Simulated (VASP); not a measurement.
**HfC: single point with LDA**

The system is HfC.

```
Hf C
1.0
     3.34287    0.00000    0.00000
    -1.67143    2.89501    0.00000
     0.00000    0.00000    5.20271
Hf C
2 2
Direct
  0.66667 0.33333 0.75000
  0.33333 0.66667 0.25000
  0.00000 0.00000 0.00000
  0.00000 0.00000 0.50000
```

- Program: VASP 6.6.1
- Task: single point
- Functional: LDA
- Potentials or basis: VASP PAW LDA potentials, release 64 (Hf_pv, C)
- Cutoff: 520 eV
- k mesh: 8 × 8 × 5
- Occupations: fermi-dirac, width 0.1 eV
- Spin: no spin polarisation
- Dipole correction: no
- Further INCAR settings: ALGO = Normal; EDIFF = 1e-07; NBANDS = 22

```json
{"Pressure": "-12.3 GPa", "Band gap on the k mesh": "zero (band 14 reaches 7.27 eV, above the bottom of band 15 at 6.11 eV)"}
```

Stress tensor (GPa, compression positive):
```
-13.46   0.00   0.00
  0.00 -13.46   0.00
  0.00   0.00 -10.12
```

Levels at points of the mesh, in eV from the Fermi level:
```
           k point  band 10  band 11  band 12  band 13  band 14  band 15  band 16  band 17  band 18  band 19
(0.00, 0.00, 0.00)    -3.03    -3.03    -1.14    -1.14     1.03     1.44     1.44     1.91     1.91     2.36
(0.50, 0.00, 0.00)    -3.95    -3.41    -3.18    -1.73    -1.02     1.50     4.32     4.78     4.81     5.52
```

It took 29 s on 1 thread of Intel(R) Xeon(R) Platinum 8259CL CPU @ 2.50GHz (Skylake/Cascade Lake) (shared host), peak memory 0.17 GiB.

Caveat: spin-orbit coupling is left out, which moves the levels of the heavy elements.
